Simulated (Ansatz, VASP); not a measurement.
# One calculation of GaAs, two programs

```
As Ga
1.0
     0.00000    2.82685    2.82685
     2.82685    0.00000    2.82685
     2.82685    2.82685    0.00000
As Ga
1 1
Direct
  0.75000 0.75000 0.75000
  0.00000 0.00000 0.00000
```

Alike in both runs: task single point; functional PBE-based global hybrid with a share of 0.15 of exact exchange; k mesh 5 × 5 × 5; occupations fermi-dirac, width 0.05 eV; no spin polarisation.

```csv
,VASP,Ansatz
version,VASP 6.6.1,Ansatz 0.2.0
potentials or method,"VASP PAW PBE potentials, release 64 (As, Ga_d)",Ansatz PAW
plane-wave cutoff (eV),520,420
valence electrons in the cell,18,28
```

```tsv
	VASP	Ansatz	Ansatz less VASP
gap on the k mesh at the Fermi level (eV)	1.44	1.41	-0.028
least direct gap on the mesh (eV)	1.44	1.41	-0.028
pressure (GPa)	1.9	1.9	0.00
```

VASP's potentials were made for PBE, not for PBE-based global hybrid. With one functional, cell and mesh, what is left measures potentials, basis and numerics. VASP's potentials hold 18 valence electrons a cell and Ansatz's 28, so a difference there can come from the potentials and not from the codes.

Noted on Ansatz's run: odd divisions of the mesh miss points on the zone boundary, where band edges often lie, so the gap on the mesh can be too wide.
